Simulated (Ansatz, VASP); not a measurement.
## Sn2GeO3: VASP beside Ansatz

```
Sn Ge O
1.0
     3.18293    0.00000    0.00000
     0.00000    3.18293    0.00000
     0.00000    0.00000    9.51604
Sn Ge O
2 1 3
Direct
  0.00000 0.00000 0.33426
  0.00000 0.00000 0.66574
  0.00000 0.00000 0.00000
  0.50000 0.50000 0.18374
  0.50000 0.50000 0.50000
  0.50000 0.50000 0.81625
```

Change from the starting cell: species swapped into the Al3Ni2Pt type (P4/mmm, No. 123).

Alike in both runs: task relaxation of cell and atoms; functional PBE; k mesh 6 × 6 × 2; occupations gaussian, width 0.1 eV; no spin polarisation.

|  | VASP | Ansatz |
| --- | --- | --- |
| version | VASP 6.6.1 | Ansatz 0.2.0 |
| potentials or method | VASP PAW PBE potentials, release 64 (Sn_d, Ge_d, O), cutoff 600 eV | scalar-relativistic, plane waves, PAW |
| valence electrons in the cell | 60 | 60 |

VASP gave:

- relaxed volume (Å³/atom): 14.38
- relaxed cell length with the largest relative difference (Å): 9.155

Question: Which values does Ansatz return?

Answer: Relaxed volume (Å³/atom): 14.44; relaxed cell length with the largest relative difference (Å): 9.189.
